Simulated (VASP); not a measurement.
# InRh (P4mm) in VASP: a series of runs

InRh is run at these levels: LDA; tasks: single point.

All numbers are computed with VASP 6.6.1; they aren't measurements. Logs are shortened: lines on timing, memory, paths and dates and some standing lists are left out, and cuts for length are marked.

**1. The cell of the first run**

It takes space group P4mm (No. 99, tetragonal). The conventional cell has a = 3.196 Å, b = 3.196 Å, c = 3.196 Å, α = 90.00°, β = 90.00°, γ = 90.00°. In (site symmetry 4mm) has 8 Rh at 2.74 to 2.80 Å and 6 In at 3.20 Å within 3.6 Å. Rh (site symmetry 4mm) has 8 In at 2.74 to 2.80 Å and 6 Rh at 3.20 Å within 3.6 Å.

**2. Single point, LDA (all In atoms moved -0.050 Å, as atom 1 along Cartesian [0 1 0])**

The input, INCAR:

```
SYSTEM = InRh
ALGO = Fast
EDIFF = 1E-6
ENCUT = 520
GGA = CA
ISIF = 2
ISMEAR = 0
LASPH = .True.
LCHARG = .False.
LREAL = .False.
LWAVE = .False.
NBANDS = 21
NELM = 100
PREC = Accurate
SIGMA = 0.15
```

The input, KPOINTS:

```
k-points
0
Gamma
  16 16 16
  0 0 0
```

The input, POSCAR:

```
InRh
1.0
    3.1960000000      0.0000000000      0.0000000000
    0.0000000000      3.1960000000      0.0000000000
    0.0000000000      0.0000000000      3.1960000000
In Rh
1 1
Direct
    0.5000000000      0.4843554443      0.5000000000
    0.0000000000      0.0000000000      0.0000000000
```

Potentials or basis: VASP PAW LDA potentials, release 64 (In_d, Rh_pv).

Started as:

```sh
$ cat potpaw_LDA.64/In_d/POTCAR potpaw_LDA.64/Rh_pv/POTCAR > POTCAR
$ mpirun -np 1 vasp_std > vasp.out
```

OUTCAR:

```text
SYSTEM = InRh
   EDIFF = 1E-6
   ENCUT = 520
   GGA = CA
   ISIF = 2
   ISMEAR = 0
   LASPH = .True.
   LREAL = .False.
   NELM = 100
   PREC = Accurate

 ion  position               nearest neighbor table
   1  0.500  0.484  0.500-   2 2.74   2 2.74   2 2.74   2 2.74   2 2.80   2 2.80   2 2.80   2 2.80

   2  0.000  0.000  0.000-   1 2.74   1 2.74   1 2.74   1 2.74   1 2.80   1 2.80   1 2.80   1 2.80

  LATTYP: Found a simple cubic cell.
 ALAT       =     3.1960000000

  Lattice vectors:

 A1 = (   3.1960000000,   0.0000000000,   0.0000000000)
 A2 = (   0.0000000000,   3.1960000000,   0.0000000000)
 A3 = (   0.0000000000,   0.0000000000,   3.1960000000)

Analysis of symmetry for initial positions (statically):
=====================================================================
 Subroutine PRICEL returns:
 Original cell was already a primitive cell.

 Routine SETGRP: Setting up the symmetry group for a
 simple cubic supercell.

 Subroutine GETGRP returns: Found  8 space group operations
 (whereof  8 operations were pure point group operations)
 out of a pool of 48 trial point group operations.

The static configuration has the point symmetry C_4v.

Analysis of symmetry for dynamics (positions and initial velocities):
=====================================================================
 Subroutine PRICEL returns:
 Original cell was already a primitive cell.

 Routine SETGRP: Setting up the symmetry group for a
 simple cubic supercell.

 Subroutine GETGRP returns: Found  8 space group operations
 (whereof  8 operations were pure point group operations)
 out of a pool of 48 trial point group operations.

The dynamic configuration has the point symmetry C_4v.

 Subroutine INISYM returns: Found  8 space group operations
 (whereof  8 operations are pure point group operations),
 and found     1 'primitive' translations

----------------------------------------------------------------------------------------

                                     Primitive cell

  volume of cell :      32.6453

  direct lattice vectors                    reciprocal lattice vectors
     3.196000000  0.000000000  0.000000000     0.312891114  0.000000000  0.000000000
     0.000000000  3.196000000  0.000000000     0.000000000  0.312891114  0.000000000
     0.000000000  0.000000000  3.196000000     0.000000000  0.000000000  0.312891114

  length of vectors
     3.196000000  3.196000000  3.196000000     0.312891114  0.312891114  0.312891114

  position of ions in fractional coordinates (direct lattice)
     0.500000000  0.484355444  0.500000000
     0.000000000  0.000000000  0.000000000

  ion indices of the primitive-cell ions
   primitive index   ion index
                 1           1
                 2           2

----------------------------------------------------------------------------------------

 KPOINTS: k-points

Automatic generation of k-mesh.
 Grid dimensions read from file:
 generate k-points for:   16   16   16

 Generating k-lattice:

  Cartesian coordinates                     Fractional coordinates (reciprocal lattice)
     0.019555695  0.000000000  0.000000000     0.062500000  0.000000000  0.000000000
     0.000000000  0.019555695  0.000000000     0.000000000  0.062500000  0.000000000
     0.000000000  0.000000000  0.019555695     0.000000000  0.000000000  0.062500000

  Length of vectors
     0.019555695  0.019555695  0.019555695

  Shift w.r.t. Gamma in fractional coordinates (k-lattice)
     0.000000000  0.000000000  0.000000000

 Subroutine IBZKPT returns following result:
 ===========================================

 Found    405 irreducible k-points:

 Following reciprocal coordinates:
            Coordinates               Weight
  0.000000  0.000000  0.000000      1.000000
  0.062500  0.000000  0.000000      4.000000
  0.000000  0.062500  0.000000      2.000000
  0.125000  0.000000  0.000000      4.000000
  0.000000  0.125000  0.000000      2.000000
  0.187500  0.000000  0.000000      4.000000
[... 16 lines left out ...]
  0.187500  0.062500  0.000000      8.000000
  0.000000  0.187500  0.062500      8.000000
 [... further k-points ...]
   k-points           NKPTS =    405   k-points in BZ     NKDIM =    405   number of bands    NBANDS=     21
   number of dos      NEDOS =    301   number of ions     NIONS =      2
   total plane-waves  NPLWV =  13824
   dimension x,y,z NGX =    24 NGY =   24 NGZ =   24
   dimension x,y,z NGXF=    48 NGYF=   48 NGZF=   48
   ions per type =               1   1
   NGX,Y,Z   is equivalent  to a cutoff of  12.48, 12.48, 12.48 a.u.
   NGXF,Y,Z  is equivalent  to a cutoff of  24.97, 24.97, 24.97 a.u.
 SYSTEM =  InRh
   PREC   = accura    normal or accurate (medium, high low for compatibility)
   ISTART =      0    job   : 0-new  1-cont  2-samecut
   ICHARG =      2    charge: 1-file 2-atom 10-const
   ISPIN  =      1    spin polarized calculation?
   LNONCOLLINEAR =      F non collinear calculations
   LSORBIT =      F    spin-orbit coupling
   LASPH  =      T    aspherical Exc in radial PAW
   ENCUT  =  520.0 eV  38.22 Ry    6.18 a.u.   5.94  5.94  5.94*2*pi/ulx,y,z
   NELM   =    100;   NELMIN=  2; NELMDL= -5     # of ELM steps
   EDIFF  = 0.1E-05   stopping-criterion for ELM
   LREAL  =      F    real-space projection
   EDIFFG = 0.1E-04   stopping-criterion for IOM
   NSW    =      0    number of steps for IOM
   IBRION =     -1    ionic relax: 0-MD 1-quasi-New 2-CG
   NFREE  =      0    steps in history (QN), initial steepest desc. (CG)
   ISIF   =      2    stress and relaxation
   ISYM   =      2    0-nonsym 1-usesym 2-fastsym
   POTIM  = 0.5000    time-step for ionic-motion
   TEBEG  =    0.0;   TEEND  =   0.0 temperature during run
   PSTRESS=    0.0 pullay stress
   NELECT =      28.0000    total number of electrons
   NUPDOWN=      -1.0000    fix difference up-down
   EMIN   =  10.00;   EMAX   =-10.00  energy-range for DOS
   EFERMI =   0.00;   METHOD = LEGACY
   ISMEAR =     0;   SIGMA  =   0.15  broadening in eV -4-tet -1-fermi 0-gaus
   EFERMI_NEDOS =   21; number of points for ismear=-14 and -15
   IALGO  =     68    algorithm
   IMIX   =      4    mixing-type and parameters
     AMIX     =   0.40;   BMIX     =  1.00
     AMIX_MAG =   1.60;   BMIX_MAG =  1.00
  volume/ion in A,a.u.               =      16.32       110.15
  Fermi-wavevector in a.u.,A,eV,Ry     =   1.555443  2.939361 32.917971  2.419403
  Thomas-Fermi vector in A             =   2.659383
   LORBIT       =      0    0 simple, 1 ext, 2 COOP (PROOUT), +10 PAW based schemes
   GGA     = CA    functional components
   LHFCALC =     F    Hartree Fock is set to
   AEXX    =    0.0000 exact exchange contribution
   IVDW    =     0    specifies the selected vdW correction
   LEPSILON=     F    determine dielectric tensor
   LRPA    =     F    only Hartree local field effects (RPA)
 non-spin polarized calculation
 RMM-DIIS sequential band-by-band and
 Gauss-broadening in eV      SIGMA  =   0.15
  energy-cutoff  :      520.00
  volume of cell :       32.65
 maximum number of plane-waves:       912
 NGX is ok and might be reduce to    24
   NGX = 11   NGY = 11   NGZ = 11

 number of electron      28.0000000 magnetization

 Free energy of the ion-electron system (eV)
  ---------------------------------------------------
  ext. energy  EPLUGINS =         0.00000000
  ---------------------------------------------------
  free energy    TOTEN  =       -12.78371708 eV

  energy without entropy =      -12.76954576  energy(sigma->0) =      -12.77663142

 E-fermi :  11.3532     XC(G=0): -13.1008

 val. band max:       11.3444427514   @ k =   0.3750   0.0625   0.4375
 cond. band min:      11.3564659474   @ k =   0.5000   0.2500   0.0625
 fundamental gap:      0.0120231960
 Fermi energy:        11.3531874970

 k-point     1 :       0.0000    0.0000    0.0000
  band No.  band energies     occupation
      1     -34.5551      2.00000
      2     -34.5551      2.00000
      3     -34.5543      2.00000
      4      -3.5894      2.00000
      5      -3.5890      2.00000
      6      -3.0824      2.00000
[... 13 lines left out ...]
     20      23.2039      0.00000
     21      27.4361      0.00000

 k-point     2 :       0.0625    0.0000    0.0000
  band No.  band energies     occupation
      1     -34.5577      2.00000
      2     -34.5549      2.00000
      3     -34.5541      2.00000
      4      -3.5860      2.00000
      5      -3.5725      2.00000
      6      -3.0872      2.00000
[... 13 lines left out ...]
     20      23.5011      0.00000
     21      27.4220      0.00000

 k-point     3 :       0.0000    0.0625    0.0000
  band No.  band energies     occupation
      1     -34.5570      2.00000
      2     -34.5549      2.00000
      3     -34.5549      2.00000
      4      -3.5863      2.00000
      5      -3.5723      2.00000
      6      -3.0862      2.00000
[... 13 lines left out ...]
     20      23.4874      0.00000
     21      27.4548      0.00000

 k-point     4 :       0.1250    0.0000    0.0000
  band No.  band energies     occupation
      1     -34.5652      2.00000
      2     -34.5544      2.00000
      3     -34.5536      2.00000
      4      -3.5773      2.00000
      5      -3.5249      2.00000
      6      -3.1006      2.00000
[... 13 lines left out ...]
     20      24.6233      0.00000
     21      27.2634      0.00000

 k-point     5 :       0.0000    0.1250    0.0000
  band No.  band energies     occupation
      1     -34.5645      2.00000
      2     -34.5544      2.00000
      3     -34.5544      2.00000
      4      -3.5775      2.00000
      5      -3.5248      2.00000
      6      -3.0996      2.00000
[... 13 lines left out ...]
     20      24.6071      0.00000
     21      27.4783      0.00000
[... 382 lines left out ...]
     20      24.5829      0.00000
     21      27.1676      0.00000

 k-point    22 :       0.0625    0.0000    0.1250
  band No.  band energies     occupation
      1     -34.5650      2.00000
      2     -34.5570      2.00000
      3     -34.5534      2.00000
      4      -3.5652      2.00000
      5      -3.5175      2.00000
      6      -3.1068      2.00000
[... 13 lines left out ...]
     20      24.6000      0.00000
     21      27.1532      0.00000

 k-point    23 :       0.1875    0.0625    0.0000
  band No.  band energies     occupation
      1     -34.5762      2.00000
      2     -34.5554      2.00000
      3     -34.5534      2.00000
      4      -3.5521      2.00000
      5      -3.4467      2.00000
      6      -3.1275      2.00000
[... 13 lines left out ...]
     20      26.2352      0.00000
     21      26.8435      0.00000

 k-point    24 :       0.0000    0.1875    0.0625
  band No.  band energies     occupation
      1     -34.5755      2.00000
      2     -34.5562      2.00000
      3     -34.5534      2.00000
      4      -3.5521      2.00000
      5      -3.4467      2.00000
      6      -3.1274      2.00000
[... 13 lines left out ...]
     20      26.2194      0.00000
     21      26.8392      0.00000

 [... further k-points ...]

------------------------ aborting loop because EDIFF is reached ----------------------------------------

  FORCE on cell =-STRESS in cart. coord.  units (eV):
  Direction    XX          YY          ZZ          XY          YZ          ZX
  --------------------------------------------------------------------------------------
  -------------------------------------------------------------------------------------
  Total       -1.0014939     -1.0349758     -1.0014939      0.0000000      0.0000000      0.0000000
  in kB      -49.1517019    -50.7949400    -49.1517019      0.0000000      0.0000000      0.0000000
  external PRESSURE =     -49.6994479 kB  Pullay stress =       0.0000000 kB

 VOLUME and BASIS-vectors are now :
 -----------------------------------------------------------------------------
  energy-cutoff  :      520.00
  volume of cell :       32.65
      direct lattice vectors                 reciprocal lattice vectors
     3.196000000  0.000000000  0.000000000     0.312891114  0.000000000  0.000000000
     0.000000000  3.196000000  0.000000000     0.000000000  0.312891114  0.000000000
     0.000000000  0.000000000  3.196000000     0.000000000  0.000000000  0.312891114

 POSITION                                       TOTAL-FORCE (eV/Angst)
 -----------------------------------------------------------------------------------
      1.59800      1.54800      1.59800        -0.000000      0.288166      0.000000
      0.00000      0.00000      0.00000         0.000000     -0.288166     -0.000000
 -----------------------------------------------------------------------------------
    total drift:                                0.000000      0.001420     -0.000001

  FREE ENERGIE OF THE ION-ELECTRON SYSTEM (eV)
  ---------------------------------------------------
  free  energy   TOTEN  =       -12.7837170763 eV

  energy  without entropy=      -12.7695457564  energy(sigma->0) =      -12.77663142
```

Wall time 4.4 min (1 thread of Intel Xeon 8259CL, shared host); peak memory 0.35 GiB.

What came out:

* Free energy: -12.7837 eV
* Pressure: -5.0 GPa
* Largest force: 0.288 eV/Å
* Band gap on the k mesh: zero (bands 14 and 15 overlap by 1.81 eV)

Forces on the atoms (eV/Å):
```
In   0.000  0.288  0.000
Rh   0.000 -0.288  0.000
```

Caveat: the cell differs from its parent crystal (all In atoms moved -0.050 Å, as atom 1 along Cartesian [0 1 0]); the cell stands under tension; spin-orbit coupling is left out, which moves the levels of the heavy elements.

**3. Single point, LDA (all In atoms moved +0.025 Å, as atom 1 along Cartesian [0 1 0])**

The input, INCAR:

```
SYSTEM = InRh
PREC = Accurate
ENCUT = 520
EDIFF = 1E-6
ISMEAR = 0
SIGMA = 0.15
LREAL = .FALSE.
LASPH = .TRUE.
NELM = 60
ALGO = Fast
ISIF = 2
LWAVE = .FALSE.
LCHARG = .FALSE.
NBANDS = 21
```

The input, KPOINTS:

```
Automatic mesh
0
G
  16 16 16
  0 0 0
```

Edit POSCAR of step 2 so:

```diff
@@ -8,3 +8,3 @@
 Direct
-    0.5000000000      0.4843554443      0.5000000000
+    0.5000000000      0.5078222778      0.5000000000
     0.0000000000      0.0000000000      0.0000000000
```

Potentials or basis: VASP PAW LDA potentials, release 64 (In_d, Rh_pv).

Started as:

```sh
$ cat potpaw_LDA.64/In_d/POTCAR potpaw_LDA.64/Rh_pv/POTCAR > POTCAR
$ mpirun -np 1 vasp_std > vasp.out
```

Run time: 5 min. Hardware: 1 thread of Intel Xeon 8259CL, shared host; peak memory 0.36 GiB.

Results (log left out):

```yaml
Free_energy: -12.7891 eV
Pressure: -5.1 GPa
Largest_force: 0.144 eV/Å
Band_gap_on_the_k_mesh: zero (bands 14 and 15 overlap by 1.81 eV)
```

Forces in eV/Å, atoms in the order of the input:
```
In   0.000 -0.144  0.000
Rh   0.000  0.144  0.000
```

Levels at points of the mesh, in eV from the Fermi level:
```csv
k point,band 10,band 11,band 12,band 13,band 14,band 15,band 16,band 17,band 18,band 19
"(0.00, 0.00, 0.00)",-3.39,-3.39,-1.22,-1.22,-1.22,4.52,4.52,4.52,10.84,11.85
"(0.50, 0.00, 0.00)",-6.19,-3.41,-2.64,-2.63,-1.34,0.03,10.21,10.69,10.71,11.60
"(0.00, 0.50, 0.00)",-6.19,-3.41,-2.64,-2.64,-1.34,0.03,10.24,10.69,10.69,11.62
"(0.50, 0.50, 0.00)",-3.01,-2.35,-2.34,-1.78,-1.78,-0.53,2.88,3.61,9.85,11.61
"(0.50, 0.00, 0.50)",-3.01,-2.35,-2.35,-1.78,-1.78,-0.53,2.88,3.61,9.86,11.61
"(0.50, 0.50, 0.50)",-4.80,-4.80,-0.47,-0.47,0.12,4.32,4.32,4.33,5.69,5.69
```

Caveat: the cell differs from its parent crystal (all In atoms moved +0.025 Å, as atom 1 along Cartesian [0 1 0]); the cell stands under tension; spin-orbit coupling is left out, which moves the levels of the heavy elements.
